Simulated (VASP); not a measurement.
# In (P6_3/mmc) in VASP: notebook

The runs below take In through relaxation of cell and atoms, single point, with PBEsol+D4, RPBE+D3(BJ), r2SCAN.

Everything below comes from runs of VASP 6.6.1. Logs are shortened: lines on timing, memory, paths and dates and some standing lists are left out, and cuts for length are marked.

**1. The cell of the first run**

It takes space group P6_3/mmc (No. 194, hexagonal). The conventional cell has a = 3.335 Å, b = 3.335 Å, c = 5.509 Å, α = 90.00°, β = 90.00°, γ = 120.00°. Within 4.4 Å of In (site symmetry -6m2) lie 12 In at 3.34 to 3.36 Å.

**2. Relaxation of cell and atoms, PBEsol+D4**

File INCAR:

```
SYSTEM = In
ALGO = Normal ; EDIFF = 1E-7
EDIFFG = -0.01 ; ENCUT = 600
GGA = PS ; IBRION = 2
ISIF = 3 ; ISMEAR = -1
IVDW = 13 ; LASPH = .True.
LCHARG = .False. ; LREAL = .False.
LWAVE = .False. ; NELM = 100
NSW = 60 ; PREC = Accurate
SIGMA = 0.05
```

File KPOINTS:

```
k-points
0
Gamma
  9 9 5
  0 0 0
```

File POSCAR:

```
In
1.0
    3.3354847820      0.0000000000      0.0000000000
   -1.6677423910      2.8886145552      0.0000000000
    0.0000000000      0.0000000000      5.5091429200
In
2
Direct
    0.6666666667      0.3333333333      0.7500000000
    0.3333333333      0.6666666667      0.2500000000
```

Potentials or basis: VASP PAW PBE potentials, release 64 (In_d).

On the command line:

```
> cat potpaw_PBE.64/In_d/POTCAR > POTCAR
> mpirun -np 1 vasp_std > vasp.out
```

OUTCAR:

```text
SYSTEM = In
   EDIFF = 1E-7
   EDIFFG = -0.01
   ENCUT = 600
   GGA = PS
   IBRION = 2
   ISIF = 3
   ISMEAR = -1
   IVDW = 13
   LASPH = .True.
   LREAL = .False.
   NELM = 100
   NSW = 60
   PREC = Accurate

 ion  position               nearest neighbor table
   1  0.667  0.333  0.750-   2 3.36   2 3.36   2 3.36   2 3.36   2 3.36   2 3.36
   2  0.333  0.667  0.250-   1 3.36   1 3.36   1 3.36   1 3.36   1 3.36   1 3.36

  LATTYP: Found a hexagonal cell.
 ALAT       =     3.3354847820
 C/A-ratio  =     1.6516768266

  Lattice vectors:

 A1 = (   3.3354847820,   0.0000000000,   0.0000000000)
 A2 = (  -1.6677423910,   2.8886145552,   0.0000000000)
 A3 = (   0.0000000000,   0.0000000000,   5.5091429200)

Analysis of symmetry for initial positions (statically):
=====================================================================
 Subroutine PRICEL returns:
 Original cell was already a primitive cell.

 Routine SETGRP: Setting up the symmetry group for a
 hexagonal supercell.

 Subroutine GETGRP returns: Found 24 space group operations
 (whereof 12 operations were pure point group operations)
 out of a pool of 24 trial point group operations.

The static configuration has the point symmetry D_3d.
 The point group associated with its full space group is D_6h.

Analysis of symmetry for dynamics (positions and initial velocities):
=====================================================================
 Subroutine PRICEL returns:
 Original cell was already a primitive cell.

 Routine SETGRP: Setting up the symmetry group for a
 hexagonal supercell.

 Subroutine GETGRP returns: Found 24 space group operations
 (whereof 12 operations were pure point group operations)
 out of a pool of 24 trial point group operations.

The dynamic configuration has the point symmetry D_3d.
 The point group associated with its full space group is D_6h.

 Subroutine INISYM returns: Found 24 space group operations
 (whereof 12 operations are pure point group operations),
 and found     1 'primitive' translations

----------------------------------------------------------------------------------------

                                     Primitive cell

  volume of cell :      53.0802

  direct lattice vectors                    reciprocal lattice vectors
     3.335484782  0.000000000  0.000000000     0.299806495  0.173093360  0.000000000
    -1.667742391  2.888614555  0.000000000     0.000000000  0.346186721  0.000000000
     0.000000000  0.000000000  5.509142920     0.000000000  0.000000000  0.181516438

  length of vectors
     3.335484782  3.335484782  5.509142920     0.346186721  0.346186721  0.181516438

  position of ions in fractional coordinates (direct lattice)
     0.666666667  0.333333333  0.750000000
     0.333333333  0.666666667  0.250000000

  ion indices of the primitive-cell ions
   primitive index   ion index
                 1           1
                 2           2

----------------------------------------------------------------------------------------

 KPOINTS: k-points

Automatic generation of k-mesh.
 Grid dimensions read from file:
 generate k-points for:    9    9    5

 Generating k-lattice:

  Cartesian coordinates                     Fractional coordinates (reciprocal lattice)
     0.033311833  0.019232596  0.000000000     0.111111111  0.000000000  0.000000000
     0.000000000  0.038465191  0.000000000     0.000000000  0.111111111  0.000000000
     0.000000000  0.000000000  0.036303288     0.000000000  0.000000000  0.200000000

  Length of vectors
     0.038465191  0.038465191  0.036303288

  Shift w.r.t. Gamma in fractional coordinates (k-lattice)
     0.000000000  0.000000000  0.000000000

 Subroutine IBZKPT returns following result:
 ===========================================

 Found     36 irreducible k-points:

 Following reciprocal coordinates:
            Coordinates               Weight
  0.000000  0.000000  0.000000      1.000000
  0.111111  0.000000  0.000000      6.000000
  0.222222  0.000000  0.000000      6.000000
  0.333333  0.000000  0.000000      6.000000
  0.444444  0.000000  0.000000      6.000000
  0.111111  0.111111  0.000000      6.000000
[... 16 lines left out ...]
  0.333333  0.222222  0.200000     24.000000
  0.333333  0.333333  0.200000      4.000000
 [... further k-points ...]
   k-points           NKPTS =     36   k-points in BZ     NKDIM =     36   number of bands    NBANDS=     17
   number of dos      NEDOS =    301   number of ions     NIONS =      2
   total plane-waves  NPLWV =  37632
   dimension x,y,z NGX =    28 NGY =   28 NGZ =   48
   dimension x,y,z NGXF=    56 NGYF=   56 NGZF=   96
   ions per type =               2
   NGX,Y,Z   is equivalent  to a cutoff of  13.96, 13.96, 14.48 a.u.
   NGXF,Y,Z  is equivalent  to a cutoff of  27.91, 27.91, 28.97 a.u.
 SYSTEM =  In
   PREC   = accura    normal or accurate (medium, high low for compatibility)
   ISTART =      0    job   : 0-new  1-cont  2-samecut
   ICHARG =      2    charge: 1-file 2-atom 10-const
   ISPIN  =      1    spin polarized calculation?
   LNONCOLLINEAR =      F non collinear calculations
   LSORBIT =      F    spin-orbit coupling
   LASPH  =      T    aspherical Exc in radial PAW
   ENCUT  =  600.0 eV  44.10 Ry    6.64 a.u.   6.66  6.66 11.00*2*pi/ulx,y,z
   NELM   =    100;   NELMIN=  2; NELMDL= -5     # of ELM steps
   EDIFF  = 0.1E-06   stopping-criterion for ELM
   LREAL  =      F    real-space projection
   EDIFFG = -.1E-01   stopping-criterion for IOM
   NSW    =     60    number of steps for IOM
   IBRION =      2    ionic relax: 0-MD 1-quasi-New 2-CG
   NFREE  =      1    steps in history (QN), initial steepest desc. (CG)
   ISIF   =      3    stress and relaxation
   ISYM   =      2    0-nonsym 1-usesym 2-fastsym
   POTIM  = 0.5000    time-step for ionic-motion
   TEBEG  =    0.0;   TEEND  =   0.0 temperature during run
   PSTRESS=    0.0 pullay stress
   NELECT =      26.0000    total number of electrons
   NUPDOWN=      -1.0000    fix difference up-down
   EMIN   =  10.00;   EMAX   =-10.00  energy-range for DOS
   EFERMI =   0.00;   METHOD = LEGACY
   ISMEAR =    -1;   SIGMA  =   0.05  broadening in eV -4-tet -1-fermi 0-gaus
   EFERMI_NEDOS =   21; number of points for ismear=-14 and -15
   IALGO  =     38    algorithm
   IMIX   =      4    mixing-type and parameters
     AMIX     =   0.40;   BMIX     =  1.00
     AMIX_MAG =   1.60;   BMIX_MAG =  1.00
  volume/ion in A,a.u.               =      26.54       179.10
  Fermi-wavevector in a.u.,A,eV,Ry     =   1.290491  2.438675 22.658704  1.665368
  Thomas-Fermi vector in A             =   2.422320
   LORBIT       =      0    0 simple, 1 ext, 2 COOP (PROOUT), +10 PAW based schemes
   GGA     = PS    functional components
   LHFCALC =     F    Hartree Fock is set to
   AEXX    =    0.0000 exact exchange contribution
   IVDW    =    13    specifies the selected vdW correction
   LEPSILON=     F    determine dielectric tensor
   LRPA    =     F    only Hartree local field effects (RPA)
 conjugate gradient relaxation of ions
 non-spin polarized calculation
  energy-cutoff  :      600.00
  volume of cell :       53.08
 maximum number of plane-waves:      1789
 NGX is ok and might be reduce to    28
   NGX = 13   NGY = 13   NGZ = 23

--------------------------------------- Ionic step        1  -------------------------------------------

 number of electron      25.9999998 magnetization

 Free energy of the ion-electron system (eV)
  ---------------------------------------------------
  ext. energy  EPLUGINS =         0.00000000
  ---------------------------------------------------
  free energy    TOTEN  =        -5.92955187 eV

  energy without entropy =       -5.91575192  energy(sigma->0) =       -5.92265190

------------------------ aborting loop because EDIFF is reached ----------------------------------------

  DFT-D4 for vdW energy calculation

  Edisp (eV):   -0.41428

  FORCE on cell =-STRESS in cart. coord.  units (eV):
  Direction    XX          YY          ZZ          XY          YZ          ZX
  --------------------------------------------------------------------------------------
  -------------------------------------------------------------------------------------
  Total      -0.83043    -0.83043    -0.92174     0.00000     0.00000     0.00000
  in kB     -25.06572   -25.06572   -27.82177     0.00000     0.00000     0.00000
  external pressure =      -25.98 kB  Pullay stress =        0.00 kB
[... 141 lines left out ...]
  energy  without entropy=       -6.3647882839  energy(sigma->0) =       -6.36906621

--------------------------------------- Ionic step        5  -------------------------------------------

 number of electron      26.0000001 magnetization

 Free energy of the ion-electron system (eV)
  ---------------------------------------------------
  ext. energy  EPLUGINS =         0.00000000
  ---------------------------------------------------
  free energy    TOTEN  =        -5.93197752 eV

  energy without entropy =       -5.92421768  energy(sigma->0) =       -5.92809760

 E-fermi :   7.9786     XC(G=0): -10.6521

 val. band max:        7.9013782060   @ k =   0.3333   0.2222   0.2000
 cond. band min:       8.0614690309   @ k =   0.3333   0.3333   0.4000
 fundamental gap:      0.1600908249
 Fermi energy:         7.9785512910

 k-point     1 :       0.0000    0.0000    0.0000
  band No.  band energies     occupation
      1      -6.7467      2.00000
      2      -6.6544      2.00000
      3      -6.6306      2.00000
      4      -6.6306      2.00000
      5      -6.5959      2.00000
      6      -6.5959      2.00000
[... 9 lines left out ...]
     16      18.5236      0.00000
     17      18.5236      0.00000
[... 443 lines left out ...]
      1      -6.7586      2.00000
      2      -6.6673      2.00000
      3      -6.6673      2.00000
      4      -6.5236      2.00000
      5      -6.5236      2.00000
      6      -6.5228      2.00000
[... 9 lines left out ...]
     16       9.4384      0.00000
     17      12.8060      0.00000

 [... further k-points ...]

------------------------ aborting loop because EDIFF is reached ----------------------------------------

  DFT-D4 for vdW energy calculation

  Edisp (eV):   -0.44159

  FORCE on cell =-STRESS in cart. coord.  units (eV):
  Direction    XX          YY          ZZ          XY          YZ          ZX
  --------------------------------------------------------------------------------------
  -------------------------------------------------------------------------------------
  Total       0.01628     0.01628     0.00218    -0.00000     0.00000     0.00000
  in kB       0.52451     0.52451     0.07019    -0.00000     0.00000     0.00000
  external pressure =        0.37 kB  Pullay stress =        0.00 kB
[... 17 lines left out ...]
  FREE ENERGIE OF THE ION-ELECTRON SYSTEM (eV)
  ---------------------------------------------------
  free  energy   TOTEN  =        -6.3735628866 eV

  energy  without entropy=       -6.3658030473  energy(sigma->0) =       -6.36968297

 reached required accuracy - stopping structural energy minimisation
```

It took 4.4 min on 1 thread of AMD EPYC 7R13, shared host; peak memory 0.18 GiB.

Results:

```yaml
Free_energy: -6.3736 eV
Relaxed_volume: 24.86 Å³/atom
Relaxed_cell: a = 3.278 Å, b = 3.278 Å, c = 5.343 Å, α = 90.00°, β = 90.00°, γ = 120.00°
Space_group_after_relaxing_to_0.05_Å: P6_3/mmc (No. 194)
Energy_gained_by_relaxing: 14.9 meV/atom
Ionic_steps: 5
Pressure_after_relaxing: 0.0 GPa
Band_gap_on_the_k_mesh: zero (band 13 reaches 10.37 eV, above the bottom of band 14 at 5.95 eV)
Dispersion_energy_per_atom: -0.221 eV
```

The path:
```csv
step,energy change (eV),largest force (eV/Å),pressure (GPa),volume (Å³)
1,0.0000,0.0000,-2.60,53.08
2,-0.0285,0.0000,-0.01,49.84
3,-0.0285,0.0000,0.02,49.81
4,-0.0295,0.0000,0.01,49.76
5,-0.0297,0.0000,0.04,49.73
```

Final structure:
```
CELL_PARAMETERS angstrom
3.27836 0.00000 0.00000
-1.63918 2.83914 0.00000
0.00000 0.00000 5.34259
ATOMIC_POSITIONS crystal
In 0.66667 0.33333 0.75000
In 0.33333 0.66667 0.25000
```

Levels at points of the mesh, in eV from the Fermi level:
| k point | band 9 | band 10 | band 11 | band 12 | band 13 | band 14 | band 15 | band 16 | band 17 |
| --- | --- | --- | --- | --- | --- | --- | --- | --- | --- |
| (0.00, 0.00, 0.00) | -14.28 | -14.28 | -9.96 | -4.38 | -3.64 | 8.62 | 8.62 | 10.55 | 10.55 |

Caveat: the PAW data sets were made with another functional, which shifts forces and pressure a little; spin-orbit coupling is left out, which moves the levels of the heavy elements; pairwise dispersion overbinds metals, which lowers pressure and volume.

**3. Relaxation of cell and atoms, RPBE+D3(BJ)**

File INCAR:

```
PREC     = Accurate       # precision mode
ENCUT    = 600            # plane-wave cutoff, eV
EDIFF    = 1E-6           # SCF threshold, eV
ISMEAR   = -1             # smearing method
SIGMA    = 0.05           # smearing width, eV
LREAL    = False          # projectors in reciprocal space
LASPH    = True           # aspherical terms in the spheres
NELM     = 100            # most SCF steps
ALGO     = Normal         # electronic algorithm
ISIF     = 3              # what is computed and relaxed
LWAVE    = False          # write WAVECAR
LCHARG   = False          # write CHGCAR
GGA      = RP             # functional
IVDW     = 12             # dispersion correction
IBRION   = 2              # ionic algorithm
NSW      = 60             # ionic steps
EDIFFG   = -0.01          # ionic threshold
```

File KPOINTS:

```
Automatic mesh
0
Gamma
  9 9 5
```

POSCAR is that of step 2.

Potentials or basis: VASP PAW PBE potentials, release 64 (In_d).

On the command line:

```
> cat potpaw_PBE.64/In_d/POTCAR > POTCAR
> mpirun -np 1 vasp_std > vasp.out
```

It took 6.6 min on 1 thread of AMD EPYC 7R13, shared host; peak memory 0.19 GiB.

Results (log left out):

| Property | Result |
| --- | --- |
| Free energy | -9.1566 eV |
| Relaxed volume | 20.21 Å³/atom |
| Relaxed cell | a = 3.061 Å, b = 3.061 Å, c = 4.980 Å, α = 90.00°, β = 90.00°, γ = 120.00° |
| Space group after relaxing (to 0.05 Å) | P6_3/mmc (No. 194) |
| Energy gained by relaxing | 390.8 meV/atom |
| Ionic steps | 8 |
| Pressure after relaxing | 0.0 GPa |
| Band gap on the k mesh | zero (band 13 reaches 14.04 eV, above the bottom of band 14 at 8.72 eV) |
| Dispersion energy per atom | -2.898 eV |

The path:
| step | energy change (eV) | largest force (eV/Å) | pressure (GPa) | volume (Å³) |
| --- | --- | --- | --- | --- |
| 1 | 0.0000 | 0.0000 | -14.86 | 53.08 |
| 2 | -0.6073 | 0.0000 | 14.88 | 36.33 |
| 3 | -0.7785 | 0.0000 | -0.11 | 40.49 |
| 4 | -0.7783 | 0.0000 | 0.50 | 40.26 |
| 5 | -0.7801 | 0.0000 | 0.63 | 40.20 |
| 6 | -0.7812 | 0.0000 | 0.65 | 40.22 |
| 7 | -0.7811 | 0.0000 | -0.56 | 40.64 |
| 8 | -0.7815 | 0.0000 | 0.04 | 40.42 |

Final structure:
```
CELL_PARAMETERS angstrom
3.06145 0.00000 0.00000
-1.53073 2.65130 0.00000
0.00000 0.00000 4.97951
ATOMIC_POSITIONS crystal
In 0.66667 0.33333 0.75000
In 0.33333 0.66667 0.25000
```

Levels at points of the mesh, in eV from the Fermi level:
```csv
k point,band 9,band 10,band 11,band 12,band 13,band 14,band 15,band 16,band 17
"(0.00, 0.00, 0.00)",-14.61,-14.61,-11.66,-4.74,-4.43,10.17,10.17,11.21,12.31
```

Caveat: the volume moved by over 15 % at a fixed basis, so the end points are rough; the PAW data sets were made with another functional, which shifts forces and pressure a little; spin-orbit coupling is left out, which moves the levels of the heavy elements; pairwise dispersion overbinds metals, which lowers pressure and volume.

**4. Single point, r2SCAN**

This run uses another cell than the first one, of 27.60 Å³/atom, 1.040 times its volume.

File POSCAR:

```
In
1.0
    3.3793777732      0.0000000000      0.0000000000
   -1.6896888866      2.9266270006      0.0000000000
    0.0000000000      0.0000000000      5.5816399564
In
2
Direct
    0.6666666667      0.3333333333      0.7500000000
    0.3333333333      0.6666666667      0.2500000000
```

File INCAR.step1:

```
ALGO = Normal
EDIFF = 1E-4
ENCUT = 520
GGA = PE
ISMEAR = -1
LASPH = T
LCHARG = F
LREAL = F
LWAVE = T
NBANDS = 20
NELM = 100
PREC = Accurate
SIGMA = 0.05
```

File INCAR.step2:

```
ALGO = Normal
EDIFF = 1E-6
ENCUT = 520
ISIF = 2
ISMEAR = -1
ISTART = 1
LASPH = T
LCHARG = F
LMIXTAU = T
LREAL = F
LWAVE = F
METAGGA = R2SCAN
NBANDS = 20
NELM = 100
PREC = Accurate
SIGMA = 0.05
```

File KPOINTS:

```
k-points
0
Gamma
  9 9 5
```

On the command line:

```
> cat potpaw_PBE.64/In_d/POTCAR > POTCAR
> cp INCAR.step1 INCAR
> mpirun -np 1 vasp_std > vasp.out
> cp INCAR.step2 INCAR
> mpirun -np 1 vasp_std > vasp.out
```

It took 4.1 min on 1 thread of Intel Xeon 8259CL, shared host; peak memory 0.2 GiB.

The run converged. Its results:

```yaml
Free_energy: -45.0903 eV
Pressure: -1.7 GPa
Band_gap_on_the_k_mesh: zero (band 13 reaches 9.09 eV, above the bottom of band 14 at 5.00 eV)
```

Stress tensor (GPa, compression positive):
```
-1.69  0.00  0.00
 0.00 -1.69  0.00
 0.00  0.00 -1.77
```

Levels at points of the mesh, in eV from the Fermi level:
```csv
k point,band 11,band 12,band 13,band 14,band 15,band 16
"(0.00, 0.00, 0.00)",-9.73,-4.65,-3.45,8.50,8.50,10.34
```

Caveat: the PAW data sets were made with another functional, which shifts forces and pressure a little; spin-orbit coupling is left out, which moves the levels of the heavy elements.

**5. Single point, r2SCAN**

This run uses another cell than the first one, of 28.13 Å³/atom, 1.060 times its volume.

File POSCAR:

```
In
1.0
    3.4009030527      0.0000000000      0.0000000000
   -1.7004515264      2.9452684395      0.0000000000
    0.0000000000      0.0000000000      5.6171927618
In
2
Direct
    0.6666666667      0.3333333333      0.7500000000
    0.3333333333      0.6666666667      0.2500000000
```

File INCAR.step1:

```
PREC = Accurate
ENCUT = 520
ISMEAR = -1
SIGMA = 0.05
LREAL = F
LASPH = T
NELM = 60
NBANDS = 20
GGA = PE
ALGO = Normal
EDIFF = 1E-4
LWAVE = T
LCHARG = F
```

File INCAR.step2:

```
PREC = Accurate
ENCUT = 520
EDIFF = 1E-6
ISMEAR = -1
SIGMA = 0.05
LREAL = F
LASPH = T
NELM = 60
ALGO = Normal
ISIF = 2
LWAVE = F
LCHARG = F
METAGGA = R2SCAN
LMIXTAU = T
NBANDS = 20
ISTART = 1
```

File KPOINTS:

```
regular mesh
0
Gamma
  9 9 5
```

On the command line:

```
> cat potpaw_PBE.64/In_d/POTCAR > POTCAR
> cp INCAR.step1 INCAR
> mpirun -np 1 vasp_std > vasp.out
> cp INCAR.step2 INCAR
> mpirun -np 1 vasp_std > vasp.out
```

Wall time 4.2 min (1 thread of Intel Xeon 8259CL, shared host); peak memory 0.2 GiB.

It converged, with:

- Free energy: -45.0783 eV
- Pressure: -2.3 GPa
- Band gap on the k mesh: zero (band 13 reaches 8.85 eV, above the bottom of band 14 at 4.84 eV)

Stress tensor (GPa, compression positive):
```
-2.41  0.00  0.00
 0.00 -2.41  0.00
 0.00  0.00 -2.22
```

Levels at points of the mesh, in eV from the Fermi level:
| k point | band 10 | band 11 | band 12 | band 13 | band 14 | band 15 | band 16 | band 17 |
| --- | --- | --- | --- | --- | --- | --- | --- | --- |
| (0.00, 0.00, 0.00) | -14.95 | -9.60 | -4.63 | -3.36 | 8.36 | 8.36 | 10.18 | 10.18 |

Caveat: the PAW data sets were made with another functional, which shifts forces and pressure a little; spin-orbit coupling is left out, which moves the levels of the heavy elements.

**6. Overview**

```csv
task,level,cell,cutoff (eV),gap on the mesh (eV),pressure (GPa),relaxed volume (Å³/atom)
relaxation of cell and atoms,PBEsol+D4,"relaxed from a = 3.335, b = 3.335, c = 5.509 Å, angles 90.0, 90.0, 120.0°, 2 atoms",600,none,0.0,24.86
relaxation of cell and atoms,RPBE+D3(BJ),"relaxed from a = 3.335, b = 3.335, c = 5.509 Å, angles 90.0, 90.0, 120.0°, 2 atoms",600,none,0.0,20.21
single point,r2SCAN,"a = 3.379, b = 3.379, c = 5.582 Å, angles 90.0, 90.0, 120.0°, 2 atoms",520,none,-1.7,-
single point,r2SCAN,"a = 3.401, b = 3.401, c = 5.617 Å, angles 90.0, 90.0, 120.0°, 2 atoms",520,none,-2.3,-
```

Alike in all rows: potentials or basis VASP PAW PBE potentials, release 64 (In_d); no spin polarisation; k mesh 9 × 9 × 5; smearing fermi-dirac 0.05 eV.

Caveats: the PAW data sets were made with another functional, which shifts forces and pressure a little; spin-orbit coupling is left out, which moves the levels of the heavy elements; pairwise dispersion overbinds metals, which lowers pressure and volume (some runs); the volume moved by over 15 % at a fixed basis, so the end points are rough (some runs).

Absolute energies hang on the potentials; compare differences alone.
